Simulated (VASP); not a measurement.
# Al (Fm-3m) in VASP: further runs, part 2 of 2

VASP 6.6.1. The steps go on from the part before.

## Step 3: Relaxation of cell and atoms, PBEsol

This run uses another cell than the first one, of 16.60 Å³/atom.

INCAR

```
SYSTEM = Al
  PREC = Accurate
  ENCUT = 500
  EDIFF = 1E-7
  ISMEAR = -1
  SIGMA = 0.1
  LREAL = .False.
  LASPH = .True.
  NELM = 120
  ALGO = Normal
  ISIF = 3
  LWAVE = .False.
  LCHARG = .False.
  GGA = PS
  IBRION = 2
  NSW = 80
  EDIFFG = -0.01
  GGA_COMPAT = .False.
  NELMIN = 4
```

KPOINTS

```
regular mesh
0
Gamma
  14 14 14
  0 0 0
```

POSCAR

```
Al
1.0
    0.0000000000      2.0248050000      2.0248050000
    2.0248050000      0.0000000000      2.0248050000
    2.0248050000      2.0248050000      0.0000000000
Al
1
Direct
    0.0000000000      0.0000000000      0.0000000000
```

Potentials or basis: VASP PAW PBE potentials, release 64 (Al).

Run with:

```console
> cat potpaw_PBE.64/Al/POTCAR > POTCAR
> mpirun -np 1 vasp_std > vasp.out
```

OUTCAR:

```text
SYSTEM = Al
   PREC = Accurate
   ENCUT = 500
   EDIFF = 1E-7
   ISMEAR = -1
   LREAL = .False.
   LASPH = .True.
   NELM = 120
   ISIF = 3
   GGA = PS
   IBRION = 2
   NSW = 80
   EDIFFG = -0.01
   NELMIN = 4

 ion  position               nearest neighbor table
   1  0.000  0.000  0.000-

  LATTYP: Found a face centered cubic cell.
 ALAT       =     4.0496100000

  Lattice vectors:

 A1 = (   0.0000000000,   2.0248050000,   2.0248050000)
 A2 = (   2.0248050000,   0.0000000000,   2.0248050000)
 A3 = (   2.0248050000,   2.0248050000,   0.0000000000)

Analysis of symmetry for initial positions (statically):
=====================================================================
 Subroutine PRICEL returns:
 Original cell was already a primitive cell.

 Routine SETGRP: Setting up the symmetry group for a
 face centered cubic supercell.

 Subroutine GETGRP returns: Found 48 space group operations
 (whereof 48 operations were pure point group operations)
 out of a pool of 48 trial point group operations.

The static configuration has the point symmetry O_h .

Analysis of symmetry for dynamics (positions and initial velocities):
=====================================================================
 Subroutine PRICEL returns:
 Original cell was already a primitive cell.

 Routine SETGRP: Setting up the symmetry group for a
 face centered cubic supercell.

 Subroutine GETGRP returns: Found 48 space group operations
 (whereof 48 operations were pure point group operations)
 out of a pool of 48 trial point group operations.

The dynamic configuration has the point symmetry O_h .

 Subroutine INISYM returns: Found 48 space group operations
 (whereof 48 operations are pure point group operations),
 and found     1 'primitive' translations

----------------------------------------------------------------------------------------

                                     Primitive cell

  volume of cell :      16.6027

  direct lattice vectors                    reciprocal lattice vectors
     0.000000000  2.024805000  2.024805000    -0.246937359  0.246937359  0.246937359
     2.024805000  0.000000000  2.024805000     0.246937359 -0.246937359  0.246937359
     2.024805000  2.024805000  0.000000000     0.246937359  0.246937359 -0.246937359

  length of vectors
     2.863506692  2.863506692  2.863506692     0.427708053  0.427708053  0.427708053

  position of ions in fractional coordinates (direct lattice)
     0.000000000  0.000000000  0.000000000

  ion indices of the primitive-cell ions
   primitive index   ion index
                 1           1

----------------------------------------------------------------------------------------

 KPOINTS: regular mesh

Automatic generation of k-mesh.
 Grid dimensions read from file:
 generate k-points for:   14   14   14

 Generating k-lattice:

  Cartesian coordinates                     Fractional coordinates (reciprocal lattice)
    -0.017638383  0.017638383  0.017638383     0.071428571  0.000000000  0.000000000
     0.017638383 -0.017638383  0.017638383     0.000000000  0.071428571  0.000000000
     0.017638383  0.017638383 -0.017638383     0.000000000  0.000000000  0.071428571

  Length of vectors
     0.030550575  0.030550575  0.030550575

  Shift w.r.t. Gamma in fractional coordinates (k-lattice)
     0.000000000  0.000000000  0.000000000

 Subroutine IBZKPT returns following result:
 ===========================================

 Found    104 irreducible k-points:

 Following reciprocal coordinates:
            Coordinates               Weight
  0.000000  0.000000  0.000000      1.000000
  0.071429  0.000000  0.000000      8.000000
  0.142857  0.000000  0.000000      8.000000
  0.214286  0.000000  0.000000      8.000000
  0.285714  0.000000  0.000000      8.000000
  0.357143  0.000000  0.000000      8.000000
[... 16 lines left out ...]
  0.214286  0.142857  0.000000     24.000000
  0.285714  0.142857  0.000000     24.000000
 [... further k-points ...]
   k-points           NKPTS =    104   k-points in BZ     NKDIM =    104   number of bands    NBANDS=      5
   number of dos      NEDOS =    301   number of ions     NIONS =      1
   total plane-waves  NPLWV =  13824
   dimension x,y,z NGX =    24 NGY =   24 NGZ =   24
   dimension x,y,z NGXF=    48 NGYF=   48 NGZF=   48
   ions per type =               1
   NGX,Y,Z   is equivalent  to a cutoff of  13.93, 13.93, 13.93 a.u.
   NGXF,Y,Z  is equivalent  to a cutoff of  27.87, 27.87, 27.87 a.u.
 SYSTEM =  Al
   PREC   = accura    normal or accurate (medium, high low for compatibility)
   ISTART =      0    job   : 0-new  1-cont  2-samecut
   ICHARG =      2    charge: 1-file 2-atom 10-const
   ISPIN  =      1    spin polarized calculation?
   LNONCOLLINEAR =      F non collinear calculations
   LSORBIT =      F    spin-orbit coupling
   LASPH  =      T    aspherical Exc in radial PAW
   ENCUT  =  500.0 eV  36.75 Ry    6.06 a.u.   5.22  5.22  5.22*2*pi/ulx,y,z
   NELM   =    120;   NELMIN=  4; NELMDL= -5     # of ELM steps
   EDIFF  = 0.1E-06   stopping-criterion for ELM
   LREAL  =      F    real-space projection
   EDIFFG = -.1E-01   stopping-criterion for IOM
   NSW    =     80    number of steps for IOM
   IBRION =      2    ionic relax: 0-MD 1-quasi-New 2-CG
   NFREE  =      1    steps in history (QN), initial steepest desc. (CG)
   ISIF   =      3    stress and relaxation
   ISYM   =      2    0-nonsym 1-usesym 2-fastsym
   POTIM  = 0.5000    time-step for ionic-motion
   TEBEG  =    0.0;   TEEND  =   0.0 temperature during run
   PSTRESS=    0.0 pullay stress
   NELECT =       3.0000    total number of electrons
   NUPDOWN=      -1.0000    fix difference up-down
   EMIN   =  10.00;   EMAX   =-10.00  energy-range for DOS
   EFERMI =   0.00;   METHOD = LEGACY
   ISMEAR =    -1;   SIGMA  =   0.10  broadening in eV -4-tet -1-fermi 0-gaus
   EFERMI_NEDOS =   21; number of points for ismear=-14 and -15
   IALGO  =     38    algorithm
   IMIX   =      4    mixing-type and parameters
     AMIX     =   0.40;   BMIX     =  1.00
     AMIX_MAG =   1.60;   BMIX_MAG =  1.00
  volume/ion in A,a.u.               =      16.60       112.04
  Fermi-wavevector in a.u.,A,eV,Ry     =   0.925526  1.748991 11.654733  0.856599
  Thomas-Fermi vector in A             =   2.051390
   LORBIT       =      0    0 simple, 1 ext, 2 COOP (PROOUT), +10 PAW based schemes
   GGA     = PS    functional components
   LHFCALC =     F    Hartree Fock is set to
   AEXX    =    0.0000 exact exchange contribution
   IVDW    =     0    specifies the selected vdW correction
   LEPSILON=     F    determine dielectric tensor
   LRPA    =     F    only Hartree local field effects (RPA)
 conjugate gradient relaxation of ions
 non-spin polarized calculation
  energy-cutoff  :      500.00
  volume of cell :       16.60
 maximum number of plane-waves:       444
 NGX is ok and might be reduce to    24
   NGX = 11   NGY = 11   NGZ = 11

--------------------------------------- Ionic step        1  -------------------------------------------

 number of electron       3.0000000 magnetization

 Free energy of the ion-electron system (eV)
  ---------------------------------------------------
  ext. energy  EPLUGINS =         0.00000000
  ---------------------------------------------------
  free energy    TOTEN  =        -4.08994744 eV

  energy without entropy =       -4.07399544  energy(sigma->0) =       -4.08197144

------------------------ aborting loop because EDIFF is reached ----------------------------------------

  FORCE on cell =-STRESS in cart. coord.  units (eV):
  Direction    XX          YY          ZZ          XY          YZ          ZX
  --------------------------------------------------------------------------------------
  -------------------------------------------------------------------------------------
  Total       -0.2106244     -0.2106244     -0.2106244      0.0000000      0.0000000      0.0000000
  in kB      -20.3254288    -20.3254288    -20.3254288      0.0000000      0.0000000      0.0000000
  external PRESSURE =     -20.3254288 kB  Pullay stress =       0.0000000 kB
[... 57 lines left out ...]
--------------------------------------- Ionic step        3  -------------------------------------------

 number of electron       3.0000000 magnetization

 Free energy of the ion-electron system (eV)
  ---------------------------------------------------
  ext. energy  EPLUGINS =         0.00000000
  ---------------------------------------------------
  free energy    TOTEN  =        -4.09276941 eV

  energy without entropy =       -4.07745993  energy(sigma->0) =       -4.08511467

 E-fermi :   8.1431     XC(G=0): -10.3312

 val. band max:        8.1075239017   @ k =  -0.3571   0.4286   0.2143
 cond. band min:       8.1689753127   @ k =   0.5000   0.2857   0.0000
 fundamental gap:      0.0614514111
 Fermi energy:         8.1430862592

 k-point     1 :       0.0000    0.0000    0.0000
  band No.  band energies     occupation
      1      -3.1084      2.00000
      2      20.8691      0.00000
      3      20.8691      0.00000
      4      20.8691      0.00000
      5      22.5146      0.00000
[... 177 lines left out ...]
 k-point    24 :       0.2857    0.1429    0.0000
  band No.  band energies     occupation
      1      -1.0618      2.00000
      2      12.4865      0.00000
      3      16.6986      0.00000
      4      18.1946      0.00000
      5      18.7030      0.00000

 [... further k-points ...]
[... 5 lines left out ...]
  --------------------------------------------------------------------------------------
  -------------------------------------------------------------------------------------
  Total        0.0003012      0.0003012      0.0003012      0.0000000      0.0000000      0.0000000
  in kB        0.0298493      0.0298493      0.0298493      0.0000000      0.0000000      0.0000000
  external PRESSURE =       0.0298493 kB  Pullay stress =       0.0000000 kB
[... 16 lines left out ...]
  FREE ENERGIE OF THE ION-ELECTRON SYSTEM (eV)
  ---------------------------------------------------
  free  energy   TOTEN  =        -4.0927694116 eV

  energy  without entropy=       -4.0774599320  energy(sigma->0) =       -4.08511467

 reached required accuracy - stopping structural energy minimisation
```

OSZICAR:

```text
N       E                     dE             d eps       ncg     rms          rms(c)
DAV:   1    -0.227218881406E+01   -0.22722E+01   -0.81180E+02  1110   0.307E+02
DAV:   2    -0.410285347984E+01   -0.18307E+01   -0.16618E+01  1375   0.280E+01
DAV:   3    -0.411854264407E+01   -0.15689E-01   -0.15590E-01  1400   0.302E+00
[... 16 lines left out ...]
       N       E                     dE             d eps       ncg     rms          rms(c)
DAV:   1    -0.409277760098E+01   -0.80741E-04   -0.83813E-04  1335   0.186E-01    0.251E-02
DAV:   2    -0.409277296022E+01    0.46408E-05   -0.55333E-06  1105   0.200E-02    0.903E-03
DAV:   3    -0.409276978254E+01    0.31777E-05   -0.10170E-06  1325   0.599E-03    0.323E-03
DAV:   4    -0.409276942183E+01    0.36071E-06   -0.10532E-07   940   0.195E-03    0.185E-03
DAV:   5    -0.409276941160E+01    0.10228E-07   -0.35581E-09   585   0.536E-04
   3 F= -.40927694E+01 E0= -.40851147E+01  d E =-.282197E-02
```

Wall time 9 s (1 thread of Intel Xeon Platinum 8559C (Emerald Rapids), shared host); peak memory 0.14 GiB.

What came out:

| Property | Result |
| --- | --- |
| Free energy | -4.0928 eV |
| Relaxed volume | 16.17 Å³/atom |
| Relaxed cell | a = 2.838 Å, b = 2.838 Å, c = 2.838 Å, α = 60.00°, β = 60.00°, γ = 60.00° |
| Space group after relaxing (to 0.1 Å) | Fm-3m (No. 225) |
| Energy gained by relaxing | 2.8 meV/atom |
| Ionic steps | 3 |
| Pressure after relaxing | 0.0 GPa |
| Band gap on the k mesh | zero (an odd number of electrons rules out a gap without spin polarisation) |

The path:
| step | energy change (eV) | largest force (eV/Å) | pressure (GPa) | volume (Å³) |
| --- | --- | --- | --- | --- |
| 1 | 0.0000 | 0.0000 | -2.03 | 16.60 |
| 2 | -0.0027 | 0.0000 | 0.35 | 16.10 |
| 3 | -0.0028 | 0.0000 | 0.00 | 16.17 |

Final structure:
```xyz
1
Lattice="0.0000 2.0070 2.0070 2.0070 0.0000 2.0070 2.0070 2.0070 0.0000" Properties=species:S:1:pos:R:3 pbc="T T T"
Al    0.0000    0.0000    0.0000
```

Caveat: the PAW data sets were made with another functional, which shifts forces and pressure a little.
